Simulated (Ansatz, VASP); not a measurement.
Two plane-wave programs on ScAl3

```
Sc Al
1.0
     4.10533    0.00000    0.00000
     0.00000    4.10533    0.00000
     0.00000    0.00000    4.10533
Sc Al
1 3
Direct
  0.98278 0.01722 0.00000
  0.50000 0.00000 0.50000
  0.00000 0.50000 0.50000
  0.50000 0.50000 0.00000
```

Alike in both runs: task single point; functional PBE; k mesh 12 × 12 × 12; occupations gaussian, width 0.15 eV; no spin polarisation.

```csv
,VASP,Ansatz
version,VASP 6.6.1,Ansatz 0.2.0
potentials or method,"VASP PAW PBE potentials, release 64 (Sc_sv, Al), cutoff 520 eV","scalar-relativistic, plane waves, PAW"
valence electrons in the cell,20,20
```

|  | VASP | Ansatz | Ansatz less VASP |
| --- | --- | --- | --- |
| gap on the k mesh at the Fermi level (eV) | none | none | - |
| pressure (GPa) | 0.3 | 0.3 | -0.03 |
| traceless stress, the component that is largest in VASP (GPa) | -0.17 | -0.17 | 0.000 |
| rms of the force components (eV/Å) | 0.324 | 0.323 | -0.0013 |

Atom by atom the forces differ by 0.001 eV/Å (rms over components). A gap of «none» marks a metal or a gap that the smearing closes. With one functional, cell and mesh, what is left measures potentials, basis and numerics.
